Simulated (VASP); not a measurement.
# Al12N11 (a cell with a defect) in VASP: single point with PBE

Aim: the single point of Al12N11 (a cell with a defect) with PBE.

All numbers are computed with VASP 6.6.1; they aren't measurements. Logs are shortened: lines on timing, memory, paths and dates and some standing lists are left out, and cuts for length are marked.

## (1) The cell of the first run

The cell holds a defect, 23 atoms: a = 5.741 Å, b = 5.741 Å, c = 8.374 Å, α = 90.00°, β = 90.00°, γ = 120.00°.

## (2) Single point, PBE (atoms taken out, then relaxed in part)

File INCAR:

```
PREC     = Accurate       # precision mode
ENCUT    = 520            # plane-wave cutoff, eV
EDIFF    = 1E-6           # SCF threshold, eV
ISMEAR   = 0              # smearing method
SIGMA    = 0.05           # smearing width, eV
LREAL    = Auto         
LASPH    = True           # aspherical terms in the spheres
NELM     = 80             # most SCF steps
ALGO     = Normal         # electronic algorithm
ISIF     = 2              # what is computed and relaxed
LWAVE    = False          # write WAVECAR
LCHARG   = False          # write CHGCAR
GGA      = PE             # functional
NBANDS   = 62             # bands
```

File KPOINTS:

```
Automatic mesh
0
Gamma
  6 6 2
```

File POSCAR:

```
Al12N11
1.0
    0.0000000000     -5.7405226851      0.0000000000
    4.9714384763      2.8702613426      0.0000000000
    0.0000000000      0.0000000000      8.3737655613
Al N
12 11
Direct
    0.3942304516      0.3333333333      0.3916058438
    0.3400478319      0.3333333333      0.8581202227
    0.6912197194      0.0248768708      0.3632589053
    0.6540573520     -0.0132784126      0.8800441205
   -0.0003238181      0.6417897959      0.3632589053
    0.0006690979      0.6799450792      0.8800441205
    0.6421136140      0.6417897959      0.1367410947
    0.6792759813      0.6799450792      0.6199558795
    0.9391028817      0.3333333333      0.1083941562
    0.9932855014      0.3333333333      0.6418797773
    0.3336571514      1.0248768708      0.1367410947
    0.3326642354      0.9867215874      0.6199558795
    0.3265011304      0.3333333333      0.6170607064
    0.6380760843     -0.0263098464      0.1180147543
    0.6754315303      0.0073298094      0.6320173566
   -0.0022807359      0.6929765131      0.1180147543
    0.0014350542      0.6593368572      0.6320173566
    0.6952572490      0.6929765131      0.3819852457
    0.6579018030      0.6593368572      0.8679826434
    1.1666666667      0.3333333333      0.2500000000
    1.0068322029      0.3333333333      0.8829392936
    0.3356140692      0.9736901536      0.3819852457
    0.3318982791      1.0073298094      0.8679826434
```

Potentials or basis: VASP PAW PBE potentials, release 64 (Al, N).

Started as:

```console
cat potpaw_PBE.64/Al/POTCAR potpaw_PBE.64/N/POTCAR > POTCAR
mpirun -np 1 vasp_std > vasp.out
```

OUTCAR:

```text
PREC = Accurate
   ENCUT = 520
   EDIFF = 1E-6
   ISMEAR = 0
   LREAL = Auto
   LASPH = True
   NELM = 80
   ISIF = 2
   GGA = PE

 ion  position               nearest neighbor table
   1  0.394  0.333  0.392-  20 1.76  22 1.92  18 1.92  13 1.93   8 2.65  12 2.65  11 2.68   7 2.68
                             5 3.02   3 3.02  10 3.11
   2  0.340  0.333  0.858-  19 1.85  23 1.85  21 1.92  13 2.02  10 2.69   8 2.80  12 2.80  11 2.92
                             7 2.92   9 3.11   6 3.25   4 3.25   6 3.29   4 3.29
   3  0.691  0.025  0.363-  22 1.92  18 1.92  14 2.08  15 2.25   9 2.68  11 2.79   7 2.81   8 2.90
                            12 2.91  10 2.92   1 3.02   5 3.07
   4  0.654  0.987  0.880-  19 1.89  23 1.91  14 1.99  21 2.01  15 2.08   9 2.65  10 2.80   8 2.85
                            12 2.85   7 2.90  11 2.91   6 3.25   6 3.25   2 3.25   2 3.29
   5  1.000  0.642  0.363-  18 1.92  22 1.92  16 2.08  17 2.25   9 2.68   7 2.79  11 2.81  12 2.90
                             8 2.91  10 2.92   1 3.02   3 3.07
   6  0.001  0.680  0.880-  23 1.89  19 1.91  16 1.99  21 2.01  17 2.08   9 2.65  10 2.80  12 2.85
                             8 2.85  11 2.90   7 2.91   4 3.25   4 3.25   2 3.25   2 3.29
   7  0.642  0.642  0.137-  16 1.92  14 1.92  18 2.08  19 2.25   1 2.68   5 2.79   3 2.81   4 2.90
                             6 2.91   2 2.92   9 3.02  11 3.07
   8  0.679  0.680  0.620-  15 1.89  17 1.91  18 1.99  13 2.01  19 2.08   1 2.65   2 2.80   4 2.85
                             6 2.85   3 2.90   5 2.91  12 3.25  12 3.25  10 3.25  10 3.29
   9  0.939  0.333  0.108-  20 1.76  14 1.92  16 1.92  21 1.93   4 2.65   6 2.65   3 2.68   5 2.68
                            11 3.02   7 3.02   2 3.11
  10  0.993  0.333  0.642-  15 1.85  17 1.85  13 1.92  21 2.02   2 2.69   4 2.80   6 2.80   3 2.92
                             5 2.92   1 3.11  12 3.25   8 3.25  12 3.29   8 3.29
  11  0.334  0.025  0.137-  14 1.92  16 1.92  22 2.08  23 2.25   1 2.68   3 2.79   5 2.81   6 2.90
                             4 2.91   2 2.92   9 3.02   7 3.07
  12  0.333  0.987  0.620-  17 1.89  15 1.91  22 1.99  13 2.01  23 2.08   1 2.65   2 2.80   6 2.85
                             4 2.85   5 2.90   3 2.91   8 3.25   8 3.25  10 3.25  10 3.29
  13  0.327  0.333  0.617-  10 1.92   1 1.93   8 2.01  12 2.01   2 2.02
  14  0.638  0.974  0.118-  11 1.92   9 1.92   7 1.92   4 1.99   3 2.08
  15  0.675  0.007  0.632-  10 1.85   8 1.89  12 1.91   4 2.08   3 2.25
  16  0.998  0.693  0.118-   7 1.92   9 1.92  11 1.92   6 1.99   5 2.08
  17  0.001  0.659  0.632-  10 1.85  12 1.89   8 1.91   6 2.08   5 2.25
  18  0.695  0.693  0.382-   5 1.92   1 1.92   3 1.92   8 1.99   7 2.08
  19  0.658  0.659  0.868-   2 1.85   4 1.89   6 1.91   8 2.08   7 2.25
  20  0.167  0.333  0.250-   1 1.76   9 1.76
  21  0.007  0.333  0.883-   2 1.92   9 1.93   4 2.01   6 2.01  10 2.02
  22  0.336  0.974  0.382-   3 1.92   1 1.92   5 1.92  12 1.99  11 2.08
  23  0.332  0.007  0.868-   2 1.85   6 1.89   4 1.91  12 2.08  11 2.25

  LATTYP: Found a hexagonal cell.
 ALAT       =     5.7405226851
 C/A-ratio  =     1.4587113440

  Lattice vectors:

 A1 = (   0.0000000000,  -5.7405226851,   0.0000000000)
 A2 = (   4.9714384763,   2.8702613426,   0.0000000000)
 A3 = (   0.0000000000,   0.0000000000,   8.3737655613)

Analysis of symmetry for initial positions (statically):
=====================================================================
 Subroutine PRICEL returns:
 Original cell was already a primitive cell.

 Routine SETGRP: Setting up the symmetry group for a
 hexagonal supercell.

 Subroutine GETGRP returns: Found  4 space group operations
 (whereof  1 operations were pure point group operations)
 out of a pool of 24 trial point group operations.

The static configuration has the point symmetry C_1 .
 The point group associated with its full space group is C_2h.

Analysis of symmetry for dynamics (positions and initial velocities):
=====================================================================
 Subroutine PRICEL returns:
 Original cell was already a primitive cell.

 Routine SETGRP: Setting up the symmetry group for a
 hexagonal supercell.

 Subroutine GETGRP returns: Found  4 space group operations
 (whereof  1 operations were pure point group operations)
 out of a pool of 24 trial point group operations.

The dynamic configuration has the point symmetry C_1 .
 The point group associated with its full space group is C_2h.

 Subroutine INISYM returns: Found  4 space group operations
 (whereof  1 operations are pure point group operations),
 and found     1 'primitive' translations

[... 73 lines left out ...]
 Generating k-lattice:

  Cartesian coordinates                     Fractional coordinates (reciprocal lattice)
     0.016762419 -0.029033361  0.000000000     0.166666667  0.000000000  0.000000000
     0.033524837  0.000000000  0.000000000     0.000000000  0.166666667  0.000000000
     0.000000000  0.000000000  0.059710294     0.000000000  0.000000000  0.500000000

  Length of vectors
     0.033524837  0.033524837  0.059710294

  Shift w.r.t. Gamma in fractional coordinates (k-lattice)
     0.000000000  0.000000000  0.000000000

 Subroutine IBZKPT returns following result:
 ===========================================

 Found     26 irreducible k-points:

 Following reciprocal coordinates:
            Coordinates               Weight
  0.000000  0.000000  0.000000      1.000000
  0.166667 -0.000000  0.000000      4.000000
  0.000000  0.166667  0.000000      2.000000
  0.333333 -0.000000  0.000000      4.000000
  0.000000  0.333333  0.000000      2.000000
  0.500000 -0.000000  0.000000      2.000000
[... 16 lines left out ...]
  0.333333  0.166667  0.500000      4.000000
 -0.166667  0.500000  0.500000      4.000000
 [... further k-points ...]
   k-points           NKPTS =     26   k-points in BZ     NKDIM =     26   number of bands    NBANDS=     62
   number of dos      NEDOS =    301   number of ions     NIONS =     23
   total plane-waves  NPLWV = 147456
   dimension x,y,z NGX =    48 NGY =   48 NGZ =   64
   dimension x,y,z NGXF=    96 NGYF=   96 NGZF=  128
   ions per type =              12  11
   NGX,Y,Z   is equivalent  to a cutoff of  13.90, 13.90, 12.71 a.u.
   NGXF,Y,Z  is equivalent  to a cutoff of  27.80, 27.80, 25.41 a.u.
 SYSTEM =  unknown system
   PREC   = accura    normal or accurate (medium, high low for compatibility)
   ISTART =      0    job   : 0-new  1-cont  2-samecut
   ICHARG =      2    charge: 1-file 2-atom 10-const
   ISPIN  =      1    spin polarized calculation?
   LNONCOLLINEAR =      F non collinear calculations
   LSORBIT =      F    spin-orbit coupling
   LASPH  =      T    aspherical Exc in radial PAW
   ENCUT  =  520.0 eV  38.22 Ry    6.18 a.u.  10.67 10.67 15.57*2*pi/ulx,y,z
   NELM   =     80;   NELMIN=  2; NELMDL= -5     # of ELM steps
   EDIFF  = 0.1E-05   stopping-criterion for ELM
   LREAL  =      T    real-space projection
   EDIFFG = 0.1E-04   stopping-criterion for IOM
   NSW    =      0    number of steps for IOM
   IBRION =     -1    ionic relax: 0-MD 1-quasi-New 2-CG
   NFREE  =      0    steps in history (QN), initial steepest desc. (CG)
   ISIF   =      2    stress and relaxation
   ISYM   =      2    0-nonsym 1-usesym 2-fastsym
   POTIM  = 0.5000    time-step for ionic-motion
   TEBEG  =    0.0;   TEEND  =   0.0 temperature during run
   PSTRESS=    0.0 pullay stress
   NELECT =      91.0000    total number of electrons
   NUPDOWN=      -1.0000    fix difference up-down
   EMIN   =  10.00;   EMAX   =-10.00  energy-range for DOS
   EFERMI =   0.00;   METHOD = LEGACY
   ISMEAR =     0;   SIGMA  =   0.05  broadening in eV -4-tet -1-fermi 0-gaus
   EFERMI_NEDOS =   21; number of points for ismear=-14 and -15
   IALGO  =     38    algorithm
   IMIX   =      4    mixing-type and parameters
     AMIX     =   0.40;   BMIX     =  1.00
     AMIX_MAG =   1.60;   BMIX_MAG =  1.00
  volume/ion in A,a.u.               =      10.39        70.12
  Fermi-wavevector in a.u.,A,eV,Ry     =   1.186599  2.242346 19.157226  1.408016
  Thomas-Fermi vector in A             =   2.322768
   LORBIT       =      0    0 simple, 1 ext, 2 COOP (PROOUT), +10 PAW based schemes
   GGA     = PE    functional components
   LHFCALC =     F    Hartree Fock is set to
   AEXX    =    0.0000 exact exchange contribution
   IVDW    =     0    specifies the selected vdW correction
   LEPSILON=     F    determine dielectric tensor
   LRPA    =     F    only Hartree local field effects (RPA)
 non-spin polarized calculation
 Gauss-broadening in eV      SIGMA  =   0.05
  energy-cutoff  :      520.00
  volume of cell :      238.98
 maximum number of plane-waves:      6450
 NGX is ok and might be reduce to    48
   NGX = 21   NGY = 21   NGZ = 31

 number of electron      90.9999989 magnetization

 Free energy of the ion-electron system (eV)
  ---------------------------------------------------
  ext. energy  EPLUGINS =         0.00000000
  ---------------------------------------------------
  free energy    TOTEN  =      -158.97801137 eV

  energy without entropy =     -158.97442666  energy(sigma->0) =     -158.97621902

 E-fermi :   9.5703     XC(G=0): -11.0350

 val. band max:        9.5431415338   @ k =   0.1667  -0.0000   0.5000
 cond. band min:       9.5824297521   @ k =  -0.1667   0.5000   0.0000
 fundamental gap:      0.0392882183
 Fermi energy:         9.5703238590

 k-point     1 :       0.0000    0.0000    0.0000
  band No.  band energies     occupation
      1      -9.1096      2.00000
      2      -7.6755      2.00000
      3      -7.6267      2.00000
      4      -6.9070      2.00000
      5      -6.8699      2.00000
      6      -6.6907      2.00000
[... 1429 lines left out ...]
     56      13.8391      0.00000
     57      14.0975      0.00000

 [... further k-points ...]

 [bands above 57 left out]

------------------------ aborting loop because EDIFF is reached ----------------------------------------

  FORCE on cell =-STRESS in cart. coord.  units (eV):
  Direction    XX          YY          ZZ          XY          YZ          ZX
  --------------------------------------------------------------------------------------
  -------------------------------------------------------------------------------------
  Total        0.5369641      6.7260650      8.4825514      0.0000000     -5.7836249      0.0000000
  in kB        3.5999917     45.0938525     56.8699413      0.0000000    -38.7754101      0.0000000
  external PRESSURE =      35.1879285 kB  Pullay stress =       0.0000000 kB

 VOLUME and BASIS-vectors are now :
 -----------------------------------------------------------------------------
  energy-cutoff  :      520.00
  volume of cell :      238.98
      direct lattice vectors                 reciprocal lattice vectors
     0.000000000 -5.740522685  0.000000000     0.100574512 -0.174200165  0.000000000
     4.971438476  2.870261343  0.000000000     0.201149025  0.000000000  0.000000000
     0.000000000  0.000000000  8.373765561     0.000000000  0.000000000  0.119420587

 POSITION                                       TOTAL-FORCE (eV/Angst)
 -----------------------------------------------------------------------------------
      1.65715     -1.30634      3.27922         0.000000     -0.007501      0.019195
      1.65715     -0.99530      7.18570         0.000000     -0.008077      0.004760
      0.12367     -3.89656      3.04184         0.004261     -0.003638      0.000967
      4.90543     -0.92248      7.36928        -0.001644     -0.000714     -0.001140
      3.19062     -3.89656      3.04184        -0.004261     -0.003638      0.000967
      3.38031      1.94778      7.36928         0.001644     -0.000714     -0.001140
[... 15 lines left out ...]
      4.84064      0.86815      3.19865        -0.000422      0.003663      0.002073
      0.03644     -1.88423      7.26828         0.006220      0.004588     -0.000965
 -----------------------------------------------------------------------------------
    total drift:                               -0.000000     -0.000000      0.000000

  FREE ENERGIE OF THE ION-ELECTRON SYSTEM (eV)
  ---------------------------------------------------
  free  energy   TOTEN  =      -158.9780113705 eV

  energy  without entropy=     -158.9744266643  energy(sigma->0) =     -158.97621902
```

Run time: 25 min. Hardware: 1 thread of Intel Xeon 8259CL, shared host; peak memory 0.5 GiB.

What came out:

| Property | Result |
| --- | --- |
| Free energy | -158.9780 eV |
| Pressure | 3.5 GPa |
| Largest force | 0.024 eV/Å |
| Band gap on the k mesh | zero (an odd number of electrons rules out a gap without spin polarisation) |

Forces on the atoms (eV/Å):
```
Al   0.000 -0.008  0.019
Al   0.000 -0.008  0.005
Al   0.004 -0.004  0.001
Al  -0.002 -0.001 -0.001
Al  -0.004 -0.004  0.001
Al   0.002 -0.001 -0.001
Al  -0.004  0.004 -0.001
Al   0.002  0.001  0.001
Al   0.000  0.008 -0.019
Al   0.000  0.008 -0.005
Al   0.004  0.004 -0.001
Al  -0.002  0.001  0.001
N    0.000  0.009 -0.023
N    0.000 -0.004 -0.002
N    0.006 -0.005  0.001
N    0.000 -0.004 -0.002
N   -0.006 -0.005  0.001
N    0.000  0.004  0.002
N   -0.006  0.005 -0.001
N    0.000  0.000  0.000
N    0.000 -0.009  0.023
N    0.000  0.004  0.002
N    0.006  0.005 -0.001
```

Levels at points of the mesh, in eV from the Fermi level:
```
           k point  band 42  band 43  band 44  band 45  band 46  band 47  band 48  band 49
(0.00, 0.00, 0.00)    -2.94    -2.71    -2.33    -2.22     0.56     1.22     2.22     2.58
(0.50, 0.00, 0.00)    -3.46    -3.18    -2.50    -1.23    -0.20     1.33     1.63     2.01
(0.00, 0.50, 0.00)    -3.26    -3.17    -2.71    -1.15     0.20     0.37     2.08     2.22
(0.00, 0.00, 0.50)    -3.53    -2.94    -2.39    -1.19    -0.08     1.64     1.85     1.94
(0.50, 0.00, 0.50)    -3.24    -3.08    -2.52    -1.59    -0.20     1.59     1.90     1.95
(0.00, 0.50, 0.50)    -3.56    -2.90    -2.49    -1.38     0.53     0.80     2.09     2.17
```

Caveat: the k points lie up to 0.38 Å⁻¹ apart, too coarse for converged energies and pressures of a metal; the cell differs from its parent crystal (atoms taken out, then relaxed in part); an odd number of electrons without spin polarisation forces a metal; a magnetic or distorted state may lie lower.

The gap in the log of VASP goes by the Fermi energy; the results here count the filled bands.